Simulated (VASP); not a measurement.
**NaI: single point with PBEsol**

Crystal: NaI.

```
CELL_PARAMETERS angstrom
0.00000 3.23640 3.23640
3.23640 0.00000 3.23640
3.23640 3.23640 0.00000
ATOMIC_POSITIONS crystal
Na 0.00000 0.00000 0.00000
I 0.52000 0.50000 0.50000
```

```
Program                : VASP 6.6.1
Task                   : single point
Functional             : PBEsol
Potentials or basis    : VASP PAW PBE potentials, release 64 (Na_pv, I)
Cutoff                 : 520 eV
k mesh                 : 4 × 4 × 4
Occupations            : gaussian, width 0.01 eV
Spin                   : no spin polarisation
Dipole correction      : no
Further INCAR settings : ALGO = Normal; EDIFF = 1e-06; NBANDS = 14
```

The pressure is -0.4 GPa. The largest force is 0.078 eV/Å. The band gap on the k mesh is 3.51 eV, direct.

Forces in eV/Å, atoms in the order of the input:
```
Na   0.000  0.055  0.055
I    0.000 -0.055 -0.055
```

Stress tensor (GPa, compression positive):
```
-0.43  0.00  0.00
 0.00 -0.35 -0.01
 0.00 -0.01 -0.35
```

Levels at points of the mesh, in eV from the valence-band top:
```csv
k point,band 4,band 5,band 6,band 7,band 8,band 9,band 10,band 11
"(0.00, 0.00, 0.00)",-11.06,0.00,0.00,0.00,3.51,7.84,7.84,7.85
"(0.50, 0.00, 0.00)",-10.74,-2.22,-0.29,-0.29,4.95,7.37,7.37,8.69
"(0.00, 0.50, 0.00)",-10.74,-2.22,-0.29,-0.29,4.94,7.37,7.37,8.69
"(0.50, 0.50, 0.00)",-10.66,-1.94,-0.76,-0.76,4.44,5.42,9.71,11.19
"(0.00, 0.50, 0.50)",-10.66,-1.94,-0.76,-0.76,4.44,5.42,9.72,11.19
```

Wall time 6.3 s on 1 thread of Intel(R) Xeon(R) 6975P-C (Granite Rapids), with other jobs on the host, peak memory 0.2 GiB.

Caveat: the k points lie up to 0.42 Å⁻¹ apart; the PAW data sets were made with another functional, which shifts forces and pressure a little; spin-orbit coupling is left out, which moves the levels of the heavy elements. Expect the measured gap to be larger: semilocal functionals such as PBEsol lack the derivative discontinuity.
